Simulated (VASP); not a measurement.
La:

```
CELL_PARAMETERS angstrom
3.45000 0.00000 0.00000
0.00000 3.45000 0.00000
0.00000 0.00000 3.45000
ATOMIC_POSITIONS crystal
La 0.00000 0.00000 0.00000
```

| Property | Result |
| --- | --- |
| Program | VASP 6.6.1 |
| Task | relaxation of cell and atoms |
| Functional | LDA |
| Potentials or basis | VASP PAW LDA potentials, release 64 (La) |
| Cutoff | 600 eV |
| k mesh | 13 × 13 × 13 |
| Occupations | gaussian, width 0.05 eV |
| Spin | no spin polarisation |

At the start: pressure -5.1 GPa; volume 41.06 Å³/atom.

Q: How do energy, volume and symmetry change on relaxing?

A: Over 4 steps the energy falls by 181.7 meV/atom and the volume is 31.88 Å³/atom (-22.4 %); space group Pm-3m (No. 221, to 0.05 Å).

The path:
```tsv
step	energy change (eV)	largest force (eV/Å)	pressure (GPa)	volume (Å³)
1	0.0000	0.0000	-5.08	41.06
2	-0.1709	0.0000	-1.76	33.80
3	-0.1815	0.0000	-0.21	32.10
4	-0.1817	0.0000	0.00	31.88
```

Final structure:
```yaml
crystal:
  lattice:
    - [3.17094, 0.00000, 0.00000]
    - [0.00000, 3.17094, 0.00000]
    - [0.00000, 0.00000, 3.17094]
  atoms:
    - { symbol: La, position: [0.00000, 0.00000, 0.00000] }
```

Caveat: the volume moved by over 15 % at a fixed basis, so the end points are rough.
